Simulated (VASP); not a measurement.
Here is a VASP 6.6.1 calculation.

File INCAR:

```
SYSTEM = TaN
ALGO = Normal ; EDIFF = 1E-7
ENCUT = 520 ; GGA = PE
ISIF = 2 ; ISMEAR = 0
LASPH = .True. ; LCHARG = .False.
LREAL = .False. ; LWAVE = .False.
NBANDS = 15 ; NELM = 60
PREC = Accurate ; SIGMA = 0.012
```

KPOINTS

```
k-points
0
Gamma
  10 10 10
  0 0 0
```

The input POSCAR:

```
TaN
1.0
    0.0000000000      2.2113230000      2.2113230000
    2.2113230000      0.0000000000      2.2113230000
    2.2113230000      2.2113230000      0.0000000000
Ta N
1 1
Direct
    0.5000000000      0.5000000000      0.5000000000
    0.0000000000      0.0000000000      0.0000000000
```

Potentials or basis: VASP PAW PBE potentials, release 64 (Ta_pv, N).

Run with:

```sh
$ cat potpaw_PBE.64/Ta_pv/POTCAR potpaw_PBE.64/N/POTCAR > POTCAR
$ mpirun -np 1 vasp_std > vasp.out
```

Task: Estimate the pressure.

Result: -0.6 GPa.

Task: Estimate the band gap on the k mesh.

Result: Zero (band 8 reaches 11.20 eV, above the bottom of band 9 at 7.29 eV).

Caveat: spin-orbit coupling is left out, which moves the levels of the heavy elements.
